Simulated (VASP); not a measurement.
A run of VASP 6.6.1:

INCAR

```
SYSTEM = Ni2Ge
PREC = Accurate
ENCUT = 520
EDIFF = 1E-6
ISMEAR = 0
SIGMA = 0.15
LREAL = .FALSE.
LASPH = .TRUE.
NELM = 80
ALGO = Fast
ISIF = 2
LWAVE = .FALSE.
LCHARG = .FALSE.
GGA = PS
NBANDS = 43
```

Contents of KPOINTS:

```
regular mesh
0
G
  18 18 10
  0 0 0
```

POSCAR

```
Ni2Ge
1.0
    4.0263800547      0.0000000000      0.0000000000
   -2.0131900273      3.4869474127      0.0000000000
    0.0000000000      0.0000000000      4.8794435671
Ni Ge
4 2
Direct
    0.6666666667      0.3333333333      0.2500000000
    0.3333333333      0.6666666667      0.7500000000
    0.0000000000      0.0000000000      0.0000000000
    0.0000000000      0.0000000000      0.5000000000
    0.6666666667      0.3333333333      0.7500000000
    0.3333333333      0.6666666667      0.2500000000
```

Potentials or basis: VASP PAW PBE potentials, release 64 (Ni, Ge_d).

The run is started by

```bash
$ cat potpaw_PBE.64/Ni/POTCAR potpaw_PBE.64/Ge_d/POTCAR > POTCAR
$ mpirun -np 1 vasp_std > vasp.out
```

Hardware: 1 thread of Intel(R) Xeon(R) 6975P-C (Granite Rapids), on a shared host.

How long does it take, and how much memory?

It took 6.4 min on 1 thread of Intel(R) Xeon(R) 6975P-C (Granite Rapids) (shared host), peak memory 0.56 GiB. Counts: scf iterations 17, k points 222.
